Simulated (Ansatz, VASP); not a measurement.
## One calculation of Pb, two programs

File INCAR:

```
SYSTEM = Pb
PREC = Accurate ; ENCUT = 520
EDIFF = 1E-6 ; ISMEAR = 0
SIGMA = 0.1 ; LREAL = .FALSE.
LASPH = .TRUE. ; NELM = 100
ALGO = Normal ; ISIF = 2
LWAVE = .FALSE. ; LCHARG = .FALSE.
GGA = PE ; IVDW = 12
NBANDS = 13
```

KPOINTS

```
regular mesh
0
G
  14 14 14
  0 0 0
```

Contents of POSCAR:

```
Pb
1.0
    0.0000000000      2.5040929798      2.5040929798
    2.5040929798      0.0000000000      2.5040929798
    2.5040929798      2.5040929798      0.0000000000
Pb
1
Direct
    0.0000000000      0.0000000000      0.0000000000
```

Input for Ansatz:

```yaml
crystal:
  lattice:
    - [0.0, 2.5040929798, 2.5040929798]
    - [2.5040929798, 0.0, 2.5040929798]
    - [2.5040929798, 2.5040929798, 0.0]
  atoms:
    - { symbol: Pb, position: [0.0, 0.0, 0.0] }
basis:
  ecutwfc: 420
kpoints:
  mp_grid: { grid: [14, 14, 14] }
hamiltonian:
  xc: pbe
  dispersion: d3bj
scf:
  occupations: { method: gaussian, width: 0.1 }
output:
  forces: true
  stress: true
  eigenvalues: true
```

Alike in both runs: task single point; functional PBE; dispersion D3(BJ); k mesh 14 × 14 × 14; occupations gaussian, width 0.1 eV; no spin polarisation.

|  | VASP | Ansatz |
| --- | --- | --- |
| version | VASP 6.6.1 | Ansatz 0.2.0 |
| potentials or method | VASP PAW PBE potentials, release 64 (Pb_d), cutoff 520 eV | scalar-relativistic, plane waves, PAW |
| valence electrons in the cell | 14 | 14 |

|  | VASP | Ansatz | Ansatz less VASP |
| --- | --- | --- | --- |
| gap on the k mesh at the Fermi level (eV) | none | none | - |
| pressure (GPa) | -1.3 | -1.2 | +0.05 |

A gap of «none» marks a metal or a gap that the smearing closes.

Neither program's run includes spin-orbit coupling.
